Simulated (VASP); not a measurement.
# Pt (P2_1/m) in VASP: single point with LDA

Aim: the single point of Pt with LDA.

Program: VASP 6.6.1. These are calculated values, not measurements. Logs are shortened: lines on timing, memory, paths and dates and some standing lists are left out, and cuts for length are marked.

## Step 1: The cell of the first run

Symmetry: P2_1/m, No. 11, monoclinic system. Conventional cell: a = 2.708 Å, b = 4.677 Å, c = 2.708 Å, α = 90.00°, β = 120.00°, γ = 90.00°. Within 3.7 Å of Pt (site symmetry m) lie 14 Pt at 2.71 to 3.67 Å.

## Step 2: Single point, LDA (atoms displaced along several vibrational modes)

Contents of INCAR:

```
PREC = Accurate
ENCUT = 570
EDIFF = 1E-6
ISMEAR = 0
SIGMA = 0.15
LREAL = F
LASPH = T
NELM = 120
ALGO = Normal
ISIF = 2
LWAVE = F
LCHARG = F
GGA = CA
NBANDS = 44
GGA_COMPAT = F
```

Contents of KPOINTS:

```
regular mesh
0
Gamma
  18 18 6
```

Contents of POSCAR:

```
Pt
1.0
    2.7082945870      0.0000000000      0.0000000000
   -1.3541472935      2.3454519133      0.0000000000
    0.0000000000      0.0000000000      9.3530207388
Pt
4
Direct
    0.6020380543      0.3000774821      0.3750000000
    0.6020380543      0.3000774821      0.8750000000
    0.3979619457      0.6999225179      0.1250000000
    0.3979619457      0.6999225179      0.6250000000
```

Potentials or basis: VASP PAW LDA potentials, release 64 (Pt_sv_GW).

The run is started by

```bash
$ cat potpaw_LDA.64/Pt_sv_GW/POTCAR > POTCAR
$ mpirun -np 1 vasp_std > vasp.out
```

OUTCAR:

```text
PREC = Accurate
   ENCUT = 570
   EDIFF = 1E-6
   ISMEAR = 0
   LREAL = F
   LASPH = T
   NELM = 120
   ISIF = 2
   GGA = CA

 ion  position               nearest neighbor table
   1  0.602  0.300  0.375-   3 2.74   4 2.74   3 2.75   4 2.75   3 2.99   4 2.99
   2  0.602  0.300  0.875-   3 2.74   4 2.74   3 2.75   4 2.75   3 2.99   4 2.99
   3  0.398  0.700  0.125-   1 2.74   2 2.74   1 2.75   2 2.75   1 2.99   2 2.99
   4  0.398  0.700  0.625-   1 2.74   2 2.74   1 2.75   2 2.75   1 2.99   2 2.99

  LATTYP: Found a hexagonal cell.
 ALAT       =     2.7082945870
 C/A-ratio  =     3.4534724486

  Lattice vectors:

 A1 = (   2.7082945870,   0.0000000000,   0.0000000000)
 A2 = (  -1.3541472935,   2.3454519133,   0.0000000000)
 A3 = (   0.0000000000,   0.0000000000,   9.3530207388)

Analysis of symmetry for initial positions (statically):
=====================================================================
 Subroutine PRICEL returns following result:

  LATTYP: Found a hexagonal cell.
 ALAT       =     2.7082945870
 C/A-ratio  =     1.7267362243

  Lattice vectors:

 A1 = (   2.7082945870,   0.0000000000,   0.0000000000)
 A2 = (  -1.3541472935,   2.3454519133,   0.0000000000)
 A3 = (   0.0000000000,   0.0000000000,   4.6765103694)

   2 primitive cells build up your supercell.

 Routine SETGRP: Setting up the symmetry group for a
 hexagonal supercell.

 Subroutine GETGRP returns: Found  4 space group operations
 (whereof  2 operations were pure point group operations)
 out of a pool of 24 trial point group operations.

The static configuration has the point symmetry S_2 .
 The point group associated with its full space group is C_2h.

Analysis of symmetry for dynamics (positions and initial velocities):
=====================================================================
 Subroutine PRICEL returns following result:

  LATTYP: Found a hexagonal cell.
 ALAT       =     2.7082945870
 C/A-ratio  =     1.7267362243

  Lattice vectors:

 A1 = (   2.7082945870,   0.0000000000,   0.0000000000)
 A2 = (  -1.3541472935,   2.3454519133,   0.0000000000)
 A3 = (   0.0000000000,   0.0000000000,   4.6765103694)

   2 primitive cells build up your supercell.

 Routine SETGRP: Setting up the symmetry group for a
 hexagonal supercell.

 Subroutine GETGRP returns: Found  4 space group operations
 (whereof  2 operations were pure point group operations)
 out of a pool of 24 trial point group operations.

The dynamic configuration has the point symmetry S_2 .
 The point group associated with its full space group is C_2h.

 Subroutine INISYM returns: Found  4 space group operations
 (whereof  2 operations are pure point group operations),
 and found     2 'primitive' translations

----------------------------------------------------------------------------------------

                                     Primitive cell

  volume of cell :      29.7060

  direct lattice vectors                    reciprocal lattice vectors
     2.708294587  0.000000000  0.000000000     0.369236052  0.213178534  0.000000000
    -1.354147294  2.345451913  0.000000000     0.000000000  0.426357068  0.000000000
     0.000000000  0.000000000  4.676510369     0.000000000  0.000000000  0.213834659

  length of vectors
     2.708294587  2.708294587  4.676510369     0.426357068  0.426357068  0.213834659

  position of ions in fractional coordinates (direct lattice)
     0.602038054  0.300077482  0.750000000
     0.397961946  0.699922518  0.250000000

  ion indices of the primitive-cell ions
   primitive index   ion index
                 1           1
                 2           3

----------------------------------------------------------------------------------------

 KPOINTS: regular mesh

Automatic generation of k-mesh.
 Grid dimensions read from file:
 generate k-points for:   18   18    6

 Generating k-lattice:

  Cartesian coordinates                     Fractional coordinates (reciprocal lattice)
     0.020513114  0.011843252  0.000000000     0.055555556  0.000000000  0.000000000
     0.000000000  0.023686504  0.000000000     0.000000000  0.055555556  0.000000000
     0.000000000  0.000000000  0.017819555     0.000000000  0.000000000  0.166666667

  Length of vectors
     0.023686504  0.023686504  0.017819555

  Shift w.r.t. Gamma in fractional coordinates (k-lattice)
     0.000000000  0.000000000  0.000000000

 Subroutine IBZKPT returns following result:
 ===========================================

 Found    656 irreducible k-points:

 Following reciprocal coordinates:
            Coordinates               Weight
  0.000000  0.000000  0.000000      1.000000
  0.055556  0.000000  0.000000      2.000000
  0.000000  0.055556  0.000000      2.000000
 -0.055556  0.055556  0.000000      2.000000
  0.111111  0.000000  0.000000      2.000000
  0.000000  0.111111  0.000000      2.000000
[... 16 lines left out ...]
  0.444444 -0.000000  0.000000      2.000000
  0.000000  0.444444  0.000000      2.000000
 [... further k-points ...]
   k-points           NKPTS =    656   k-points in BZ     NKDIM =    656   number of bands    NBANDS=     44
   number of dos      NEDOS =    301   number of ions     NIONS =      4
   total plane-waves  NPLWV =  46080
   dimension x,y,z NGX =    24 NGY =   24 NGZ =   80
   dimension x,y,z NGXF=    48 NGYF=   48 NGZF=  160
   ions per type =               4
   NGX,Y,Z   is equivalent  to a cutoff of  14.73, 14.73, 14.22 a.u.
   NGXF,Y,Z  is equivalent  to a cutoff of  29.46, 29.46, 28.44 a.u.
 SYSTEM =  unknown system
   PREC   = accura    normal or accurate (medium, high low for compatibility)
   ISTART =      0    job   : 0-new  1-cont  2-samecut
   ICHARG =      2    charge: 1-file 2-atom 10-const
   ISPIN  =      1    spin polarized calculation?
   LNONCOLLINEAR =      F non collinear calculations
   LSORBIT =      F    spin-orbit coupling
   LASPH  =      T    aspherical Exc in radial PAW
   ENCUT  =  570.0 eV  41.89 Ry    6.47 a.u.   5.27  5.27 18.21*2*pi/ulx,y,z
   NELM   =    120;   NELMIN=  2; NELMDL= -5     # of ELM steps
   EDIFF  = 0.1E-05   stopping-criterion for ELM
   LREAL  =      F    real-space projection
[... 7 lines left out ...]
   TEBEG  =    0.0;   TEEND  =   0.0 temperature during run
   PSTRESS=    0.0 pullay stress
   NELECT =      72.0000    total number of electrons
   NUPDOWN=      -1.0000    fix difference up-down
   EMIN   =  10.00;   EMAX   =-10.00  energy-range for DOS
   EFERMI =   0.00;   METHOD = LEGACY
   ISMEAR =     0;   SIGMA  =   0.15  broadening in eV -4-tet -1-fermi 0-gaus
   EFERMI_NEDOS =   21; number of points for ismear=-14 and -15
   IALGO  =     38    algorithm
   IMIX   =      4    mixing-type and parameters
     AMIX     =   0.40;   BMIX     =  1.00
     AMIX_MAG =   1.60;   BMIX_MAG =  1.00
  volume/ion in A,a.u.               =      14.85       100.23
  Fermi-wavevector in a.u.,A,eV,Ry     =   1.745397  3.298322 41.448933  3.046411
  Thomas-Fermi vector in A             =   2.817092
   LORBIT       =      0    0 simple, 1 ext, 2 COOP (PROOUT), +10 PAW based schemes
   GGA     = CA    functional components
   LHFCALC =     F    Hartree Fock is set to
   AEXX    =    0.0000 exact exchange contribution
   IVDW    =     0    specifies the selected vdW correction
   LEPSILON=     F    determine dielectric tensor
   LRPA    =     F    only Hartree local field effects (RPA)
 non-spin polarized calculation
 Gauss-broadening in eV      SIGMA  =   0.15
  energy-cutoff  :      570.00
  volume of cell :       59.41
 maximum number of plane-waves:      1856
 NGX is ok and might be reduce to    24
   NGX = 11   NGY = 11   NGZ = 37

 number of electron      72.0000000 magnetization

 Free energy of the ion-electron system (eV)
  ---------------------------------------------------
  ext. energy  EPLUGINS =         0.00000000
  ---------------------------------------------------
  free energy    TOTEN  =       -29.12727334 eV

  energy without entropy =      -29.06406757  energy(sigma->0) =      -29.09567046

 E-fermi :  10.7356     XC(G=0): -14.4649

 val. band max:       10.7351581064   @ k =   0.0556   0.3333  -0.1667
 cond. band min:      10.7356563095   @ k =   0.2778   0.3333  -0.1667
 fundamental gap:      0.0004982031
 Fermi energy:        10.7356383490

 k-point     1 :       0.0000    0.0000    0.0000
  band No.  band energies     occupation
      1     -87.5901      2.00000
      2     -87.5757      2.00000
      3     -87.5757      2.00000
      4     -87.5607      2.00000
      5     -42.1575      2.00000
      6     -41.9345      2.00000
[... 36 lines left out ...]
     43      23.1751      0.00000
     44      25.6637      0.00000

 k-point     2 :       0.0556    0.0000    0.0000
  band No.  band energies     occupation
      1     -87.5893      2.00000
      2     -87.5745      2.00000
      3     -87.5745      2.00000
      4     -87.5605      2.00000
      5     -42.1541      2.00000
      6     -41.9338      2.00000
[... 36 lines left out ...]
     43      23.2734      0.00000
     44      25.8906      0.00000

 k-point     3 :       0.0000    0.0556    0.0000
  band No.  band energies     occupation
      1     -87.5893      2.00000
      2     -87.5745      2.00000
      3     -87.5745      2.00000
      4     -87.5605      2.00000
      5     -42.1524      2.00000
      6     -41.9393      2.00000
[... 36 lines left out ...]
     43      23.2406      0.00000
     44      25.8275      0.00000

 k-point     4 :      -0.0556    0.0556    0.0000
  band No.  band energies     occupation
      1     -87.5893      2.00000
      2     -87.5745      2.00000
      3     -87.5745      2.00000
      4     -87.5605      2.00000
      5     -42.1524      2.00000
      6     -41.9392      2.00000
[... 882 lines left out ...]
     43      20.0060      0.00000
     44      20.0060      0.00000

 k-point    23 :       0.4444   -0.0000    0.0000
  band No.  band energies     occupation
      1     -87.5569      2.00000
      2     -87.5457      2.00000
      3     -87.5457      2.00000
      4     -87.5339      2.00000
      5     -42.2441      2.00000
      6     -42.2225      2.00000
[... 36 lines left out ...]
     43      17.8662      0.00000
     44      17.8662      0.00000

 k-point    24 :       0.0000    0.4444    0.0000
  band No.  band energies     occupation
      1     -87.5485      2.00000
      2     -87.5456      2.00000
      3     -87.5456      2.00000
      4     -87.5420      2.00000
      5     -42.3186      2.00000
      6     -42.3186      2.00000
[... 36 lines left out ...]
     43      18.6007      0.00000
     44      20.4940      0.00000

 [... further k-points ...]

------------------------ aborting loop because EDIFF is reached ----------------------------------------

  FORCE on cell =-STRESS in cart. coord.  units (eV):
  Direction    XX          YY          ZZ          XY          YZ          ZX
  --------------------------------------------------------------------------------------
  -------------------------------------------------------------------------------------
  Total       -0.0321619     -0.0465479      0.1806636      0.0494675      0.0000000      0.0000000
  in kB       -0.8673184     -1.2552680      4.8719971      1.3340007      0.0000000      0.0000000
  external PRESSURE =       0.9164702 kB  Pullay stress =       0.0000000 kB

 VOLUME and BASIS-vectors are now :
 -----------------------------------------------------------------------------
  energy-cutoff  :      570.00
  volume of cell :       59.41
      direct lattice vectors                 reciprocal lattice vectors
     2.708294587  0.000000000  0.000000000     0.369236052  0.213178534  0.000000000
    -1.354147294  2.345451913  0.000000000     0.000000000  0.426357068  0.000000000
     0.000000000  0.000000000  9.353020739     0.000000000  0.000000000  0.106917329

 POSITION                                       TOTAL-FORCE (eV/Angst)
 -----------------------------------------------------------------------------------
      1.22415      0.70382      3.50738        -0.149620     -0.072907      0.000000
      1.22415      0.70382      8.18389        -0.149620     -0.072907      0.000000
      0.13000      1.64163      1.16913         0.149620      0.072907      0.000000
      0.13000      1.64163      5.84564         0.149620      0.072907     -0.000000
 -----------------------------------------------------------------------------------
    total drift:                                0.000000      0.000000      0.000000

  FREE ENERGIE OF THE ION-ELECTRON SYSTEM (eV)
  ---------------------------------------------------
  free  energy   TOTEN  =       -29.1272733371 eV

  energy  without entropy=      -29.0640675742  energy(sigma->0) =      -29.09567046
```

Wall time 15 min (1 thread of AMD EPYC 9R45 (Zen 5), shared host); peak memory 1.2 GiB.

What came out:

| Item | Value |
| --- | --- |
| Free energy | -29.1273 eV |
| Pressure | 0.1 GPa |
| Largest force | 0.166 eV/Å |
| Band gap on the k mesh | zero (bands 36 and 37 overlap by 1.53 eV) |

Forces on the atoms (eV/Å):
```
Pt  -0.150 -0.073  0.000
Pt  -0.150 -0.073  0.000
Pt   0.150  0.073  0.000
Pt   0.150  0.073  0.000
```

Caveat: the cell differs from its parent crystal (atoms displaced along several vibrational modes); spin-orbit coupling is left out, which moves the levels of the heavy elements.
